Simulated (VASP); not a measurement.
## BeSn: relaxation of cell and atoms with PBE

The system is BeSn.

```
CELL_PARAMETERS angstrom
0.00000 3.29577 3.29577
3.29577 0.00000 3.29577
3.29577 3.29577 0.00000
ATOMIC_POSITIONS crystal
Be 0.50000 0.50000 0.50000
Be 0.75000 0.75000 0.75000
Sn 0.00000 0.00000 0.00000
Sn 0.25000 0.25000 0.25000
```

```
Program                : VASP 6.6.1
Task                   : relaxation of cell and atoms
Functional             : PBE
Potentials or basis    : VASP PAW PBE potentials, release 64 (Be, Sn_d)
Cutoff                 : 600 eV
k mesh                 : 4 × 4 × 4
Occupations            : gaussian, width 0.1 eV
Spin                   : no spin polarisation
Dipole correction      : no
Further INCAR settings : ALGO = Normal; EDIFF = 1e-06; IBRION = 2; EDIFFG = -0.04; NSW = 90; ISIF = 3
```

* Relaxed volume: 19.12 Å³/atom
* Relaxed cell: a = 4.765 Å, b = 4.765 Å, c = 4.765 Å, α = 60.00°, β = 60.00°, γ = 60.00°
* Space group after relaxing (to 0.05 Å): Fd-3m (No. 227)
* Energy gained by relaxing: 18.0 meV/atom
* Ionic steps: 3
* Pressure after relaxing: 0.0 GPa
* Band gap on the k mesh: zero (band 16 reaches 8.06 eV, above the bottom of band 17 at 6.39 eV)

Step by step:
```csv
step,energy change (eV),largest force (eV/Å),pressure (GPa),volume (Å³)
1,0.0000,0.0000,4.98,71.60
2,-0.0692,0.0000,-0.84,77.52
3,-0.0719,0.0000,0.01,76.49
```

Final structure:
```
Be Sn
1.0
     0.00000    3.36914    3.36914
     3.36914    0.00000    3.36914
     3.36914    3.36914    0.00000
Be Sn
2 2
Direct
  0.50000 0.50000 0.50000
  0.75000 0.75000 0.75000
  0.00000 0.00000 0.00000
  0.25000 0.25000 0.25000
```

Levels at points of the mesh, in eV from the Fermi level:
```
           k point  band 14  band 15  band 16  band 17  band 18  band 19
(0.00, 0.00, 0.00)    -0.91    -0.91    -0.61    -0.59    -0.59    -0.59
(0.50, 0.00, 0.00)    -2.26    -2.26    -0.93    -0.93    -0.16     3.76
(0.50, 0.50, 0.00)    -4.30    -3.12    -3.12     4.37     4.37     4.37
```

Wall time 70 s on 1 thread of Intel(R) Xeon(R) Platinum 8375C CPU @ 2.90GHz (Ice Lake), on a shared host, peak memory 0.25 GiB.

Caveat: the k points lie up to 0.40 Å⁻¹ apart in the final cell; spin-orbit coupling is left out, which moves the levels of the heavy elements.
